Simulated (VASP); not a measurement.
# Sn4SeS3 (P4/mmm) in VASP: single point with PBE

Aim: the single point of Sn4SeS3 with PBE.

Program: VASP 6.6.1. These are calculated values, not measurements. Logs are shortened: lines on timing, memory, paths and dates and some standing lists are left out, and cuts for length are marked.

### 1 The cell of the first run

It takes space group P4/mmm (No. 123, tetragonal). The conventional cell has a = 4.176 Å, b = 4.176 Å, c = 11.807 Å, α = 90.00°, β = 90.00°, γ = 90.00°. Within 3.9 Å of Sn (site symmetry 4/mmm) lie 4 Se at 2.95 Å and 2 S at 2.97 Å. Within 3.8 Å of Sn (site symmetry 4mm) lie 5 S at 2.89 to 2.95 Å and 1 Se at 3.01 Å. Sn (site symmetry 4/mmm) has 6 S at 2.93 to 2.95 Å within 3.9 Å. Se (site symmetry 4/mmm) has 6 Sn at 2.95 to 3.01 Å within 3.9 Å. S (site symmetry 4mm) has 6 Sn at 2.93 to 2.97 Å within 3.9 Å. S (site symmetry 4/mmm) has 6 Sn at 2.89 to 2.95 Å within 3.8 Å.

### 2 Single point, PBE

INCAR

```
SYSTEM = Sn4SeS3
ALGO = Normal ; EDIFF = 1E-6
ENCUT = 520 ; GGA = PE
ISIF = 2 ; ISMEAR = 0
LASPH = .TRUE. ; LCHARG = .FALSE.
LREAL = .FALSE. ; LWAVE = .FALSE.
NBANDS = 50 ; NELM = 60
PREC = Accurate ; SIGMA = 0.02
```

KPOINTS

```
k-points
0
G
  8 8 4
  0 0 0
```

POSCAR

```
Sn4SeS3
1.0
    4.1759824911      0.0000000000      0.0000000000
    0.0000000000      4.1759824911      0.0000000000
    0.0000000000      0.0000000000     11.8066648410
Sn Se S
4 1 3
Direct
    0.0000000000      0.0000000000      0.0000000000
    0.5000000000      0.5000000000      0.2552611524
    0.0000000000      0.0000000000      0.5000000000
    0.5000000000      0.5000000000      0.7447388476
    0.5000000000      0.5000000000      0.0000000000
    0.0000000000      0.0000000000      0.2518753205
    0.5000000000      0.5000000000      0.5000000000
    0.0000000000      0.0000000000      0.7481246795
```

Potentials or basis: VASP PAW PBE potentials, release 64 (Sn_d, Se, S).

Command:

```
$ cat potpaw_PBE.64/Sn_d/POTCAR potpaw_PBE.64/Se/POTCAR potpaw_PBE.64/S/POTCAR > POTCAR
$ mpirun -np 1 vasp_std > vasp.out
```

OUTCAR:

```text
SYSTEM = Sn4SeS3
   EDIFF = 1E-6
   ENCUT = 520
   GGA = PE
   ISIF = 2
   ISMEAR = 0
   LASPH = .TRUE.
   LREAL = .FALSE.
   NELM = 60
   PREC = Accurate

 ion  position               nearest neighbor table
   1  0.000  0.000  0.000-   5 2.95   5 2.95   5 2.95   5 2.95   8 2.97   6 2.97
   2  0.500  0.500  0.255-   7 2.89   6 2.95   6 2.95   6 2.95   6 2.95   5 3.01
   3  0.000  0.000  0.500-   6 2.93   8 2.93   7 2.95   7 2.95   7 2.95   7 2.95
   4  0.500  0.500  0.745-   7 2.89   8 2.95   8 2.95   8 2.95   8 2.95   5 3.01
   5  0.500  0.500  0.000-   1 2.95   1 2.95   1 2.95   1 2.95   4 3.01   2 3.01
   6  0.000  0.000  0.252-   3 2.93   2 2.95   2 2.95   2 2.95   2 2.95   1 2.97
   7  0.500  0.500  0.500-   2 2.89   4 2.89   3 2.95   3 2.95   3 2.95   3 2.95
   8  0.000  0.000  0.748-   3 2.93   4 2.95   4 2.95   4 2.95   4 2.95   1 2.97

  LATTYP: Found a simple tetragonal cell.
 ALAT       =     4.1759824911
 C/A-ratio  =     2.8272783390

  Lattice vectors:

 A1 = (   4.1759824911,   0.0000000000,   0.0000000000)
 A2 = (   0.0000000000,   4.1759824911,   0.0000000000)
 A3 = (   0.0000000000,   0.0000000000,  11.8066648410)

Analysis of symmetry for initial positions (statically):
=====================================================================
 Subroutine PRICEL returns:
 Original cell was already a primitive cell.

 Routine SETGRP: Setting up the symmetry group for a
 simple tetragonal supercell.

 Subroutine GETGRP returns: Found 16 space group operations
 (whereof 16 operations were pure point group operations)
 out of a pool of 16 trial point group operations.

The static configuration has the point symmetry D_4h.

Analysis of symmetry for dynamics (positions and initial velocities):
=====================================================================
 Subroutine PRICEL returns:
 Original cell was already a primitive cell.

 Routine SETGRP: Setting up the symmetry group for a
 simple tetragonal supercell.

 Subroutine GETGRP returns: Found 16 space group operations
 (whereof 16 operations were pure point group operations)
 out of a pool of 16 trial point group operations.

The dynamic configuration has the point symmetry D_4h.

 Subroutine INISYM returns: Found 16 space group operations
 (whereof 16 operations are pure point group operations),
 and found     1 'primitive' translations

----------------------------------------------------------------------------------------

                                     Primitive cell

[... 103 lines left out ...]
   LREAL  =      F    real-space projection
   EDIFFG = 0.1E-04   stopping-criterion for IOM
   NSW    =      0    number of steps for IOM
   IBRION =     -1    ionic relax: 0-MD 1-quasi-New 2-CG
   NFREE  =      0    steps in history (QN), initial steepest desc. (CG)
   ISIF   =      2    stress and relaxation
   ISYM   =      2    0-nonsym 1-usesym 2-fastsym
   POTIM  = 0.5000    time-step for ionic-motion
   TEBEG  =    0.0;   TEEND  =   0.0 temperature during run
   PSTRESS=    0.0 pullay stress
   NELECT =      80.0000    total number of electrons
   NUPDOWN=      -1.0000    fix difference up-down
   EMIN   =  10.00;   EMAX   =-10.00  energy-range for DOS
   EFERMI =   0.00;   METHOD = LEGACY
   ISMEAR =     0;   SIGMA  =   0.02  broadening in eV -4-tet -1-fermi 0-gaus
   EFERMI_NEDOS =   21; number of points for ismear=-14 and -15
   IALGO  =     38    algorithm
   IMIX   =      4    mixing-type and parameters
     AMIX     =   0.40;   BMIX     =  1.00
     AMIX_MAG =   1.60;   BMIX_MAG =  1.00
  volume/ion in A,a.u.               =      25.74       173.68
  Fermi-wavevector in a.u.,A,eV,Ry     =   1.194602  2.257471 19.416525  1.427074
  Thomas-Fermi vector in A             =   2.330588
   LORBIT       =      0    0 simple, 1 ext, 2 COOP (PROOUT), +10 PAW based schemes
   GGA     = PE    functional components
   LHFCALC =     F    Hartree Fock is set to
   AEXX    =    0.0000 exact exchange contribution
   IVDW    =     0    specifies the selected vdW correction
   LEPSILON=     F    determine dielectric tensor
   LRPA    =     F    only Hartree local field effects (RPA)
 non-spin polarized calculation
 Gauss-broadening in eV      SIGMA  =   0.02
  energy-cutoff  :      520.00
  volume of cell :      205.89
 maximum number of plane-waves:      5568
 NGX is ok and might be reduce to    32
   NGX = 15   NGY = 15   NGZ = 43

 number of electron      79.9999952 magnetization

 Free energy of the ion-electron system (eV)
  ---------------------------------------------------
  ext. energy  EPLUGINS =         0.00000000
  ---------------------------------------------------
  free energy    TOTEN  =       -34.49026966 eV

  energy without entropy =      -34.49026966  energy(sigma->0) =      -34.49026966

 E-fermi :   6.2686     XC(G=0):  -9.6451

 val. band max:        6.2024948055   @ k =   0.5000   0.0000   0.2500
 cond. band min:       6.3346688966   @ k =   0.5000   0.0000   0.2500
 fundamental gap:      0.1321740911
 Fermi energy:         6.2685814914

 k-point     1 :       0.0000    0.0000    0.0000
  band No.  band energies     occupation
      1     -15.6713      2.00000
      2     -15.6616      2.00000
      3     -15.6531      2.00000
      4     -15.6486      2.00000
      5     -15.6486      2.00000
      6     -15.6074      2.00000
[... 1261 lines left out ...]
     49       8.8563      0.00000
     50       9.0116      0.00000

 [... further k-points ...]
[... 5 lines left out ...]
  --------------------------------------------------------------------------------------
  -------------------------------------------------------------------------------------
  Total       -0.0335876     -0.0335876     -0.0627934      0.0000000     -0.0000000      0.0000000
  in kB       -0.2613638     -0.2613638     -0.4886299      0.0000000     -0.0000000      0.0000000
  external PRESSURE =      -0.3371192 kB  Pullay stress =       0.0000000 kB

 VOLUME and BASIS-vectors are now :
 -----------------------------------------------------------------------------
  energy-cutoff  :      520.00
  volume of cell :      205.89
      direct lattice vectors                 reciprocal lattice vectors
     4.175982491  0.000000000  0.000000000     0.239464606  0.000000000  0.000000000
     0.000000000  4.175982491  0.000000000     0.000000000  0.239464606  0.000000000
     0.000000000  0.000000000 11.806664841     0.000000000  0.000000000  0.084697924

 POSITION                                       TOTAL-FORCE (eV/Angst)
 -----------------------------------------------------------------------------------
      0.00000      0.00000      0.00000        -0.000000     -0.000000     -0.000000
      2.08799      2.08799      3.01378         0.000000     -0.000000      0.003815
      0.00000      0.00000      5.90333        -0.000000     -0.000000     -0.000000
      2.08799      2.08799      8.79288        -0.000000      0.000000     -0.003815
      2.08799      2.08799      0.00000        -0.000000     -0.000000     -0.000000
      0.00000      0.00000      2.97381        -0.000000     -0.000000      0.006102
      2.08799      2.08799      5.90333        -0.000000     -0.000000     -0.000000
      0.00000      0.00000      8.83286        -0.000000     -0.000000     -0.006102
 -----------------------------------------------------------------------------------
    total drift:                                0.000000     -0.000000     -0.000000

  FREE ENERGIE OF THE ION-ELECTRON SYSTEM (eV)
  ---------------------------------------------------
  free  energy   TOTEN  =       -34.4902696622 eV

  energy  without entropy=      -34.4902696559  energy(sigma->0) =      -34.49026966
```

Run time: 11 min. Hardware: 1 thread of Intel Xeon 8259CL, shared host; peak memory 0.52 GiB.

Results:

- Free energy: -34.4903 eV
- Pressure: 0.0 GPa
- Largest force: 0.006 eV/Å
- Band gap on the k mesh: 0.13 eV

Forces on the atoms (eV/Å):
```
Sn   0.000  0.000  0.000
Sn   0.000  0.000  0.004
Sn   0.000  0.000  0.000
Sn   0.000  0.000 -0.004
Se   0.000  0.000  0.000
S    0.000  0.000  0.006
S    0.000  0.000  0.000
S    0.000  0.000 -0.006
```

Levels at points of the mesh, in eV from the valence-band top:
| k point | band 38 | band 39 | band 40 | band 41 | band 42 | band 43 |
| --- | --- | --- | --- | --- | --- | --- |
| (0.00, 0.00, 0.00) | -2.56 | -1.93 | -1.84 | 1.85 | 1.98 | 2.96 |
| (0.50, 0.00, 0.00) | -0.74 | -0.16 | -0.10 | 0.34 | 0.42 | 0.95 |
| (0.50, 0.50, 0.00) | -3.88 | -1.24 | -1.06 | 1.51 | 1.52 | 2.96 |
| (0.00, 0.00, 0.50) | -2.76 | -1.72 | -1.44 | 2.27 | 2.46 | 3.19 |
| (0.50, 0.00, 0.50) | -0.57 | -0.52 | -0.21 | 0.45 | 0.48 | 0.54 |
| (0.50, 0.50, 0.50) | -2.77 | -2.63 | -2.55 | 3.23 | 3.39 | 3.40 |

Caveat: spin-orbit coupling is left out, which moves the levels of the heavy elements. A k mesh can miss the band edges.
